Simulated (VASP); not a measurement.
# Hf (Im-3m) in VASP: further runs, part 2 of 2

VASP 6.6.1. Earlier steps stand in the parts before.

## Step 6: Relaxation of cell and atoms, PBEsol

This run uses another cell than the first one, of 23.52 Å³/atom, 1.437 times its volume.

INCAR

```
PREC = Accurate
ENCUT = 500
EDIFF = 1E-7
ISMEAR = 1
SIGMA = 0.05
LREAL = False
LASPH = True
NELM = 120
ALGO = Normal
ISIF = 3
LWAVE = False
LCHARG = False
GGA = PS
IBRION = 2
NSW = 80
EDIFFG = -0.02
GGA_COMPAT = False
NELMIN = 4
```

KPOINTS

```
regular mesh
0
Gamma
  7 7 7
```

POSCAR

```
Hf
1.0
   -1.8050000000      1.8050000000      1.8050000000
    1.8050000000     -1.8050000000      1.8050000000
    1.8050000000      1.8050000000     -1.8050000000
Hf
1
Direct
    0.0000000000      0.0000000000      0.0000000000
```

Potentials or basis: VASP PAW PBE potentials, release 64 (Hf_pv).

On the command line:

```bash
$ cat potpaw_PBE.64/Hf_pv/POTCAR > POTCAR
$ mpirun -np 1 vasp_std > vasp.out
```

OUTCAR:

```text
PREC = Accurate
   ENCUT = 500
   EDIFF = 1E-7
   ISMEAR = 1
   LREAL = False
   LASPH = True
   NELM = 120
   ISIF = 3
   GGA = PS
   IBRION = 2
   NSW = 80
   EDIFFG = -0.02
   NELMIN = 4

 ion  position               nearest neighbor table
   1  0.000  0.000  0.000-

  LATTYP: Found a body centered cubic cell.
 ALAT       =     3.6100000000

  Lattice vectors:

 A1 = (  -1.8050000000,   1.8050000000,   1.8050000000)
 A2 = (   1.8050000000,  -1.8050000000,   1.8050000000)
 A3 = (   1.8050000000,   1.8050000000,  -1.8050000000)

Analysis of symmetry for initial positions (statically):
=====================================================================
 Subroutine PRICEL returns:
 Original cell was already a primitive cell.

 Routine SETGRP: Setting up the symmetry group for a
 body centered cubic supercell.

 Subroutine GETGRP returns: Found 48 space group operations
 (whereof 48 operations were pure point group operations)
 out of a pool of 48 trial point group operations.

The static configuration has the point symmetry O_h .

[... 141 lines left out ...]
 maximum number of plane-waves:       607
   NGX = 11   NGY = 11   NGZ = 11

--------------------------------------- Ionic step        1  -------------------------------------------

 number of electron      10.0000001 magnetization

 Free energy of the ion-electron system (eV)
  ---------------------------------------------------
  ext. energy  EPLUGINS =         0.00000000
  ---------------------------------------------------
  free energy    TOTEN  =       -10.25611566 eV

  energy without entropy =      -10.25457330  energy(sigma->0) =      -10.25560154

------------------------ aborting loop because EDIFF is reached ----------------------------------------

  FORCE on cell =-STRESS in cart. coord.  units (eV):
  Direction    XX          YY          ZZ          XY          YZ          ZX
  --------------------------------------------------------------------------------------
  -------------------------------------------------------------------------------------
  Total       -1.2280779     -1.2280779     -1.2280779     -0.0000000     -0.0000000      0.0000000
  in kB      -83.6459428    -83.6459428    -83.6459428     -0.0000000     -0.0000000      0.0000000
  external PRESSURE =     -83.6459428 kB  Pullay stress =       0.0000000 kB
[... 92 lines left out ...]
--------------------------------------- Ionic step        4  -------------------------------------------

 number of electron       9.9999999 magnetization

 Free energy of the ion-electron system (eV)
  ---------------------------------------------------
  ext. energy  EPLUGINS =         0.00000000
  ---------------------------------------------------
  free energy    TOTEN  =       -10.30799953 eV

  energy without entropy =      -10.30821033  energy(sigma->0) =      -10.30806979

 E-fermi :   4.6287     XC(G=0): -11.5453

 val. band max:        4.6173525076   @ k =  -0.4286  -0.4286   0.1429
 cond. band min:       4.6951131814   @ k =   0.2857   0.1429   0.0000
 fundamental gap:      0.0777606738
 Fermi energy:         4.6286517614

 k-point     1 :       0.0000    0.0000    0.0000
  band No.  band energies     occupation
      1     -25.0622      2.00000
      2     -25.0622      2.00000
      3     -25.0622      2.00000
      4      -2.5131      2.00000
      5       6.1467      0.00000
      6       6.1467      0.00000
      7       6.1467      0.00000
      8       9.0395      0.00000
      9       9.0395      0.00000
[... 254 lines left out ...]
  FREE ENERGIE OF THE ION-ELECTRON SYSTEM (eV)
  ---------------------------------------------------
  free  energy   TOTEN  =       -10.3079995267 eV

  energy  without entropy=      -10.3082103288  energy(sigma->0) =      -10.30806979

 reached required accuracy - stopping structural energy minimisation
```

CONTCAR:

```text
Hf
   1.00000000000000
    -1.7560288640550563    1.7560288640550565    1.7560288640550563
     1.7560288640550563   -1.7560288640550565    1.7560288640550563
     1.7560288640550563    1.7560288640550565   -1.7560288640550563
  Hf
     1
Direct
     1.0000000000000000    1.0000000000000000    1.0000000000000000

  0.00000000E+00  0.00000000E+00  0.00000000E+00
```

Run time: 6.3 s. Hardware: 1 thread of Intel Xeon 6975P-C (Granite Rapids), shared host; peak memory 0.14 GiB.

Results:

```yaml
Free_energy: -10.3080 eV
Relaxed_volume: 21.66 Å³/atom
Relaxed_cell: a = 3.042 Å, b = 3.042 Å, c = 3.042 Å, α = 109.47°, β = 109.47°, γ = 109.47°
Space_group_after_relaxing_to_0.05_Å: Im-3m (No. 229)
Energy_gained_by_relaxing: 51.9 meV/atom
Ionic_steps: 4
Pressure_after_relaxing: 0.0 GPa
Band_gap_on_the_k_mesh: zero (band 5 reaches 6.15 eV, above the bottom of band 6 at 4.14 eV)
```

The path:
```
step  energy change (eV)  largest force (eV/Å)  pressure (GPa)  volume (Å³)
   1              0.0000                0.0000           -8.36        23.52
   2              0.0317                0.0000           12.67        19.58
   3             -0.0517                0.0000           -0.53        21.76
   4             -0.0519                0.0000            0.03        21.66
```

Final structure:
```
CELL_PARAMETERS angstrom
-1.75603 1.75603 1.75603
1.75603 -1.75603 1.75603
1.75603 1.75603 -1.75603
ATOMIC_POSITIONS crystal
Hf 0.00000 0.00000 0.00000
```

Levels at points of the mesh, in eV from the Fermi level:
```csv
k point,band 3,band 4,band 5,band 6,band 7,band 8
"(0.00, 0.00, 0.00)",-29.69,-7.14,1.52,1.52,1.52,4.41
```

Caveat: the PAW data sets were made with another functional, which shifts forces and pressure a little; spin-orbit coupling is left out, which moves the levels of the heavy elements.

## Step 7: The runs side by side

| task | cell | gap on the mesh (eV) | pressure (GPa) |
| --- | --- | --- | --- |
| single point | a = 2.770 Å, angles 109.5°, 1 atom | none | 39.9 |
| single point | a = 2.706 Å, angles 109.5°, 1 atom | none | 58.9 |
| single point | a = 2.877 Å, angles 109.5°, 1 atom | none | 20.0 |
| single point | a = 3.045 Å, angles 109.5°, 1 atom | none | -0.4 |
| relaxation of cell and atoms | relaxed from a = 3.126 Å, angles 109.5°, 1 atom | none | 0.0 |

Alike in all rows: level PBEsol; potentials or basis VASP PAW PBE potentials, release 64 (Hf_pv); no spin polarisation; k mesh 7 × 7 × 7; cutoff (eV) 500; smearing methfessel-paxton 0.05 eV.

Caveats: some runs use coarse meshes; the PAW data sets were made with another functional, which shifts forces and pressure a little; spin-orbit coupling is left out, which moves the levels of the heavy elements.

Total energies depend on the potentials used, so only differences within one code and one set of settings carry meaning.
